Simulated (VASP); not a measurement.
# C (Fd-3m) in VASP: further runs

The runs below take C through single point, relaxation of cell and atoms, with PBE.

Everything below comes from runs of VASP 6.6.1. Logs are shortened: lines on timing, memory, paths and dates and some standing lists are left out, and cuts for length are marked.

## Step 1: The cell of the first run

Symmetry: Fd-3m, No. 227, cubic system. The conventional cell has a = 3.595 Å, b = 3.595 Å, c = 3.595 Å, α = 90.00°, β = 90.00°, γ = 90.00°. Within 2.1 Å of C (site symmetry -43m) lie 4 C at 1.56 Å.

## Step 2: Single point, PBE

File INCAR:

```
SYSTEM = C
PREC = Accurate
ENCUT = 520
EDIFF = 1E-6
ISMEAR = 0
SIGMA = 0.02
LREAL = .False.
LASPH = .True.
NELM = 60
ALGO = Normal
ISIF = 2
LWAVE = .False.
LCHARG = .False.
GGA = PE
NBANDS = 11
```

File KPOINTS:

```
regular mesh
0
Gamma
  10 10 10
  0 0 0
```

File POSCAR:

```
C
1.0
    0.0000000000      1.7976369751      1.7976369751
    1.7976369751      0.0000000000      1.7976369751
    1.7976369751      1.7976369751      0.0000000000
C
2
Direct
    0.0000000000      0.0000000000      0.0000000000
    0.2500000000      0.2500000000      0.2500000000
```

Potentials or basis: VASP PAW PBE potentials, release 64 (C).

Started as:

```console
cat potpaw_PBE.64/C/POTCAR > POTCAR
mpirun -np 1 vasp_std > vasp.out
```

OUTCAR:

```text
SYSTEM = C
   PREC = Accurate
   ENCUT = 520
   EDIFF = 1E-6
   ISMEAR = 0
   LREAL = .False.
   LASPH = .True.
   NELM = 60
   ISIF = 2
   GGA = PE

 ion  position               nearest neighbor table
   1  0.000  0.000  0.000-   2 1.56   2 1.56   2 1.56   2 1.56
   2  0.250  0.250  0.250-   1 1.56   1 1.56   1 1.56   1 1.56

  LATTYP: Found a face centered cubic cell.
 ALAT       =     3.5952739502

  Lattice vectors:

 A1 = (   0.0000000000,   1.7976369751,   1.7976369751)
 A2 = (   1.7976369751,   0.0000000000,   1.7976369751)
 A3 = (   1.7976369751,   1.7976369751,   0.0000000000)

Analysis of symmetry for initial positions (statically):
=====================================================================
 Subroutine PRICEL returns:
 Original cell was already a primitive cell.

 Routine SETGRP: Setting up the symmetry group for a
 face centered cubic supercell.

 Subroutine GETGRP returns: Found 48 space group operations
 (whereof 24 operations were pure point group operations)
 out of a pool of 48 trial point group operations.

The static configuration has the point symmetry T_d .
 The point group associated with its full space group is O_h .

Analysis of symmetry for dynamics (positions and initial velocities):
=====================================================================
 Subroutine PRICEL returns:
 Original cell was already a primitive cell.

 Routine SETGRP: Setting up the symmetry group for a
 face centered cubic supercell.

 Subroutine GETGRP returns: Found 48 space group operations
 (whereof 24 operations were pure point group operations)
 out of a pool of 48 trial point group operations.

The dynamic configuration has the point symmetry T_d .
 The point group associated with its full space group is O_h .

 Subroutine INISYM returns: Found 48 space group operations
 (whereof 24 operations are pure point group operations),
 and found     1 'primitive' translations

----------------------------------------------------------------------------------------

                                     Primitive cell

  volume of cell :      11.6181

  direct lattice vectors                    reciprocal lattice vectors
     0.000000000  1.797636975  1.797636975    -0.278142921  0.278142921  0.278142921
     1.797636975  0.000000000  1.797636975     0.278142921 -0.278142921  0.278142921
     1.797636975  1.797636975  0.000000000     0.278142921  0.278142921 -0.278142921

  length of vectors
     2.542242590  2.542242590  2.542242590     0.481757672  0.481757672  0.481757672

  position of ions in fractional coordinates (direct lattice)
     0.000000000  0.000000000  0.000000000
     0.250000000  0.250000000  0.250000000

  ion indices of the primitive-cell ions
   primitive index   ion index
                 1           1
                 2           2

----------------------------------------------------------------------------------------

 KPOINTS: regular mesh

Automatic generation of k-mesh.
 Grid dimensions read from file:
 generate k-points for:   10   10   10

 Generating k-lattice:

  Cartesian coordinates                     Fractional coordinates (reciprocal lattice)
    -0.027814292  0.027814292  0.027814292     0.100000000  0.000000000  0.000000000
     0.027814292 -0.027814292  0.027814292     0.000000000  0.100000000  0.000000000
     0.027814292  0.027814292 -0.027814292     0.000000000  0.000000000  0.100000000

  Length of vectors
     0.048175767  0.048175767  0.048175767

  Shift w.r.t. Gamma in fractional coordinates (k-lattice)
     0.000000000  0.000000000  0.000000000

 Subroutine IBZKPT returns following result:
 ===========================================

 Found     47 irreducible k-points:

 Following reciprocal coordinates:
            Coordinates               Weight
  0.000000  0.000000  0.000000      1.000000
  0.100000  0.000000  0.000000      8.000000
  0.200000  0.000000  0.000000      8.000000
  0.300000  0.000000  0.000000      8.000000
  0.400000  0.000000  0.000000      8.000000
  0.500000  0.000000  0.000000      4.000000
[... 16 lines left out ...]
  0.300000  0.300000  0.000000      6.000000
  0.400000  0.300000  0.000000     24.000000
 [... further k-points ...]
   k-points           NKPTS =     47   k-points in BZ     NKDIM =     47   number of bands    NBANDS=     11
   number of dos      NEDOS =    301   number of ions     NIONS =      2
   total plane-waves  NPLWV =   8000
   dimension x,y,z NGX =    20 NGY =   20 NGZ =   20
   dimension x,y,z NGXF=    40 NGYF=   40 NGZF=   40
   ions per type =               2
   NGX,Y,Z   is equivalent  to a cutoff of  13.08, 13.08, 13.08 a.u.
   NGXF,Y,Z  is equivalent  to a cutoff of  26.16, 26.16, 26.16 a.u.
 SYSTEM =  C
   PREC   = accura    normal or accurate (medium, high low for compatibility)
   ISTART =      0    job   : 0-new  1-cont  2-samecut
   ICHARG =      2    charge: 1-file 2-atom 10-const
   ISPIN  =      1    spin polarized calculation?
   LNONCOLLINEAR =      F non collinear calculations
   LSORBIT =      F    spin-orbit coupling
   LASPH  =      T    aspherical Exc in radial PAW
   ENCUT  =  520.0 eV  38.22 Ry    6.18 a.u.   4.73  4.73  4.73*2*pi/ulx,y,z
   NELM   =     60;   NELMIN=  2; NELMDL= -5     # of ELM steps
   EDIFF  = 0.1E-05   stopping-criterion for ELM
   LREAL  =      F    real-space projection
   EDIFFG = 0.1E-04   stopping-criterion for IOM
   NSW    =      0    number of steps for IOM
   IBRION =     -1    ionic relax: 0-MD 1-quasi-New 2-CG
   NFREE  =      0    steps in history (QN), initial steepest desc. (CG)
   ISIF   =      2    stress and relaxation
   ISYM   =      2    0-nonsym 1-usesym 2-fastsym
   POTIM  = 0.5000    time-step for ionic-motion
   TEBEG  =    0.0;   TEEND  =   0.0 temperature during run
   PSTRESS=    0.0 pullay stress
   NELECT =       8.0000    total number of electrons
   NUPDOWN=      -1.0000    fix difference up-down
   EMIN   =  10.00;   EMAX   =-10.00  energy-range for DOS
   EFERMI =   0.00;   METHOD = LEGACY
   ISMEAR =     0;   SIGMA  =   0.02  broadening in eV -4-tet -1-fermi 0-gaus
   EFERMI_NEDOS =   21; number of points for ismear=-14 and -15
   IALGO  =     38    algorithm
   IMIX   =      4    mixing-type and parameters
     AMIX     =   0.40;   BMIX     =  1.00
     AMIX_MAG =   1.60;   BMIX_MAG =  1.00
  volume/ion in A,a.u.               =       5.81        39.20
  Fermi-wavevector in a.u.,A,eV,Ry     =   1.445638  2.731859 28.434390  2.089869
  Thomas-Fermi vector in A             =   2.563797
   LORBIT       =      0    0 simple, 1 ext, 2 COOP (PROOUT), +10 PAW based schemes
   GGA     = PE    functional components
   LHFCALC =     F    Hartree Fock is set to
   AEXX    =    0.0000 exact exchange contribution
   IVDW    =     0    specifies the selected vdW correction
   LEPSILON=     F    determine dielectric tensor
   LRPA    =     F    only Hartree local field effects (RPA)
 non-spin polarized calculation
 Gauss-broadening in eV      SIGMA  =   0.02
  energy-cutoff  :      520.00
  volume of cell :       11.62
 maximum number of plane-waves:       331
   NGX =  9   NGY =  9   NGZ =  9

 number of electron       8.0000000 magnetization

 Free energy of the ion-electron system (eV)
  ---------------------------------------------------
  ext. energy  EPLUGINS =         0.00000000
  ---------------------------------------------------
  free energy    TOTEN  =       -18.18092194 eV

  energy without entropy =      -18.18092194  energy(sigma->0) =      -18.18092194

 E-fermi :   9.6227     XC(G=0): -13.1312

 val. band max:        9.3871640106   @ k =   0.0000   0.0000   0.0000
 cond. band min:      13.5057237479   @ k =   0.4000   0.4000   0.0000
 fundamental gap:      4.1185597373
 Fermi energy:         9.6227056661

 k-point     1 :       0.0000    0.0000    0.0000
  band No.  band energies     occupation
      1     -11.7714      2.00000
      2       9.3872      2.00000
      3       9.3872      2.00000
      4       9.3872      2.00000
      5      14.9115      0.00000
      6      14.9115      0.00000
      7      14.9115      0.00000
      8      22.1756      0.00000
      9      28.3785      0.00000
     10      35.6612      0.00000
     11      35.6612      0.00000

 k-point     2 :       0.1000    0.0000    0.0000
  band No.  band energies     occupation
      1     -11.4990      2.00000
      2       7.7426      2.00000
      3       8.9525      2.00000
      4       8.9525      2.00000
      5      15.4826      0.00000
      6      15.4826      0.00000
      7      15.8169      0.00000
      8      22.4380      0.00000
      9      28.8206      0.00000
     10      33.1853      0.00000
     11      33.1853      0.00000

 k-point     3 :       0.2000    0.0000    0.0000
  band No.  band energies     occupation
      1     -10.6873      2.00000
      2       4.5908      2.00000
      3       8.0966      2.00000
      4       8.0966      2.00000
      5      16.5895      0.00000
      6      16.5895      0.00000
      7      16.9462      0.00000
      8      23.1722      0.00000
      9      29.5835      0.00000
     10      31.6939      0.00000
     11      31.6939      0.00000

 k-point     4 :       0.3000    0.0000    0.0000
  band No.  band energies     occupation
      1      -9.3571      2.00000
      2       1.2487      2.00000
      3       7.3221      2.00000
      4       7.3221      2.00000
      5      17.4043      0.00000
      6      17.4043      0.00000
      7      17.5610      0.00000
      8      24.0783      0.00000
      9      29.9069      0.00000
     10      31.9354      0.00000
     11      31.9354      0.00000
[... 239 lines left out ...]
 k-point    22 :      -0.2000    0.2000    0.0000
  band No.  band energies     occupation
      1      -8.9166      2.00000
      2       2.5058      2.00000
      3       3.5163      2.00000
      4       7.4462      2.00000
      5      17.7462      0.00000
      6      17.8046      0.00000
      7      19.6744      0.00000
      8      22.7068      0.00000
      9      29.2874      0.00000
     10      30.0685      0.00000
     11      32.9432      0.00000

 k-point    23 :       0.3000    0.3000    0.0000
  band No.  band energies     occupation
      1      -8.5539      2.00000
      2       3.3558      2.00000
      3       4.6163      2.00000
      4       4.6163      2.00000
      5      13.5656      0.00000
      6      17.9556      0.00000
      7      22.2297      0.00000
      8      22.2297      0.00000
      9      29.7380      0.00000
     10      31.8962      0.00000
     11      39.8046      0.00000

 k-point    24 :       0.4000    0.3000    0.0000
  band No.  band energies     occupation
      1      -7.2588      2.00000
      2       1.4190      2.00000
      3       3.5388      2.00000
      4       4.1547      2.00000
      5      14.1155      0.00000
      6      17.3098      0.00000
      7      23.1947      0.00000
      8      23.2298      0.00000
      9      30.6614      0.00000
     10      31.9188      0.00000
     11      39.7863      0.00000

 [... further k-points ...]
[... 5 lines left out ...]
  --------------------------------------------------------------------------------------
  -------------------------------------------------------------------------------------
  Total       -0.5575806     -0.5575806     -0.5575806     -0.0000000     -0.0000000     -0.0000000
  in kB      -76.8921976    -76.8921976    -76.8921976     -0.0000000     -0.0000000     -0.0000000
  external PRESSURE =     -76.8921976 kB  Pullay stress =       0.0000000 kB

 VOLUME and BASIS-vectors are now :
 -----------------------------------------------------------------------------
  energy-cutoff  :      520.00
  volume of cell :       11.62
      direct lattice vectors                 reciprocal lattice vectors
     0.000000000  1.797636975  1.797636975    -0.278142921  0.278142921  0.278142921
     1.797636975  0.000000000  1.797636975     0.278142921 -0.278142921  0.278142921
     1.797636975  1.797636975  0.000000000     0.278142921  0.278142921 -0.278142921

 POSITION                                       TOTAL-FORCE (eV/Angst)
 -----------------------------------------------------------------------------------
      0.00000      0.00000      0.00000        -0.000000      0.000000     -0.000000
      0.89882      0.89882      0.89882         0.000000      0.000000      0.000000
 -----------------------------------------------------------------------------------
    total drift:                                0.000000      0.000000      0.000000

  FREE ENERGIE OF THE ION-ELECTRON SYSTEM (eV)
  ---------------------------------------------------
  free  energy   TOTEN  =       -18.1809219371 eV

  energy  without entropy=      -18.1809219371  energy(sigma->0) =      -18.18092194
```

Wall time 3.8 s (1 thread of Intel Xeon Platinum 8488C (Sapphire Rapids), shared host); peak memory 0.12 GiB.

What came out:

| Quantity | Value |
| --- | --- |
| Free energy | -18.1809 eV |
| Pressure | -7.7 GPa |
| Band gap on the k mesh | 4.12 eV, indirect (least direct gap 5.52 eV) |

## Step 3: Relaxation of cell and atoms, PBE

This run uses another cell than the first one, of 5.70 Å³/atom, 0.980 times its volume.

File INCAR:

```
SYSTEM = C
ALGO = Normal
EDIFF = 1E-6
EDIFFG = -0.02
ENCUT = 600
GGA = PE
IBRION = 2
ISIF = 3
ISMEAR = 0
LASPH = .True.
LCHARG = .False.
LREAL = .False.
LWAVE = .False.
NELM = 60
NSW = 80
PREC = Accurate
SIGMA = 0.02
```

File KPOINTS:

```
k-points
0
Gamma
  10 10 10
  0 0 0
```

File POSCAR:

```
C
1.0
    0.0000000000      1.7858100736      1.7858100736
    1.7858100736      0.0000000000      1.7858100736
    1.7858100736      1.7858100736      0.0000000000
C
2
Direct
    0.0000000000      0.0000000000      0.0000000000
    0.2500000000      0.2500000000      0.2500000000
```

Potentials or basis: VASP PAW PBE potentials, release 64 (C).

Started as:

```console
cat potpaw_PBE.64/C/POTCAR > POTCAR
mpirun -np 1 vasp_std > vasp.out
```

OUTCAR:

```text
SYSTEM = C
   EDIFF = 1E-6
   EDIFFG = -0.02
   ENCUT = 600
   GGA = PE
   IBRION = 2
   ISIF = 3
   ISMEAR = 0
   LASPH = .True.
   LREAL = .False.
   NELM = 60
   NSW = 80
   PREC = Accurate

 ion  position               nearest neighbor table
   1  0.000  0.000  0.000-   2 1.55   2 1.55   2 1.55   2 1.55
   2  0.250  0.250  0.250-   1 1.55   1 1.55   1 1.55   1 1.55

  LATTYP: Found a face centered cubic cell.
 ALAT       =     3.5716201472

  Lattice vectors:

 A1 = (   0.0000000000,   1.7858100736,   1.7858100736)
 A2 = (   1.7858100736,   0.0000000000,   1.7858100736)
 A3 = (   1.7858100736,   1.7858100736,   0.0000000000)

Analysis of symmetry for initial positions (statically):
=====================================================================
 Subroutine PRICEL returns:
 Original cell was already a primitive cell.

 Routine SETGRP: Setting up the symmetry group for a
 face centered cubic supercell.

 Subroutine GETGRP returns: Found 48 space group operations
 (whereof 24 operations were pure point group operations)
 out of a pool of 48 trial point group operations.

The static configuration has the point symmetry T_d .
[... 165 lines left out ...]

 val. band max:        9.6692911326   @ k =   0.0000   0.0000   0.0000
 cond. band min:      13.8303241095   @ k =   0.4000   0.4000   0.0000
 fundamental gap:      4.1610329769
 Fermi energy:         9.8501872543

 k-point     1 :       0.0000    0.0000    0.0000
  band No.  band energies     occupation
      1     -11.7521      2.00000
      2       9.6693      2.00000
      3       9.6693      2.00000
      4       9.6693      2.00000
      5      15.2482      0.00000
      6      15.2482      0.00000
      7      15.2482      0.00000
      8      22.9067      0.00000
[... 243 lines left out ...]
 k-point    24 :       0.4000    0.3000    0.0000
  band No.  band energies     occupation
      1      -7.1762      2.00000
      2       1.6291      2.00000
      3       3.7102      2.00000
      4       4.3340      2.00000
      5      14.4505      0.00000
      6      17.6723      0.00000
      7      23.7017      0.00000
      8      23.7536      0.00000

 [... further k-points ...]
[... 5 lines left out ...]
  --------------------------------------------------------------------------------------
  -------------------------------------------------------------------------------------
  Total       -0.0013720     -0.0013720     -0.0013720     -0.0000000     -0.0000000     -0.0000000
  in kB       -0.1929811     -0.1929811     -0.1929811     -0.0000000     -0.0000000     -0.0000000
  external PRESSURE =      -0.1929811 kB  Pullay stress =       0.0000000 kB

 VOLUME and BASIS-vectors are now :
 -----------------------------------------------------------------------------
  energy-cutoff  :      600.00
  volume of cell :       11.39
      direct lattice vectors                 reciprocal lattice vectors
     0.000000000  1.785810074  1.785810074    -0.279984981  0.279984981  0.279984981
     1.785810074  0.000000000  1.785810074     0.279984981 -0.279984981  0.279984981
     1.785810074  1.785810074  0.000000000     0.279984981  0.279984981 -0.279984981

 POSITION                                       TOTAL-FORCE (eV/Angst)
 -----------------------------------------------------------------------------------
      0.00000      0.00000      0.00000        -0.000000     -0.000000     -0.000000
      0.89291      0.89291      0.89291         0.000000      0.000000      0.000000
 -----------------------------------------------------------------------------------
    total drift:                                0.000000      0.000000      0.000000

  FREE ENERGIE OF THE ION-ELECTRON SYSTEM (eV)
  ---------------------------------------------------
  free  energy   TOTEN  =       -18.1904398071 eV

  energy  without entropy=      -18.1904398071  energy(sigma->0) =      -18.19043981

 reached required accuracy - stopping structural energy minimisation
```

CONTCAR:

```text
C
   1.00000000000000
     0.0000000000000000    1.7858100736000000    1.7858100736000000
     1.7858100736000000    0.0000000000000000    1.7858100736000000
     1.7858100736000000    1.7858100736000000    0.0000000000000000
  C
     2
Direct
     0.0000000000000000    0.0000000000000000    0.0000000000000000
     0.2500000000000000    0.2500000000000000    0.2500000000000000

  0.00000000E+00  0.00000000E+00  0.00000000E+00
  0.00000000E+00  0.00000000E+00  0.00000000E+00
```

It took 5 s on 1 thread of Intel Xeon Platinum 8375C at 2.90GHz (Ice Lake), shared host; peak memory 0.11 GiB.

What came out:

* Free energy: -18.1904 eV
* Pressure after relaxing: 0.0 GPa
* Band gap on the k mesh: 4.16 eV, indirect (least direct gap 5.58 eV)

Final structure:
```xyz
2
Lattice="0.0000 1.7858 1.7858 1.7858 0.0000 1.7858 1.7858 1.7858 0.0000" Properties=species:S:1:pos:R:3 pbc="T T T"
C     0.0000    0.0000    0.0000
C     0.8929    0.8929    0.8929
```

Caveat: the relaxation stopped at its first step, so nothing moved. As with any semilocal functional, this PBE gap is likely too small.

(Continued in part 2 of 2.)
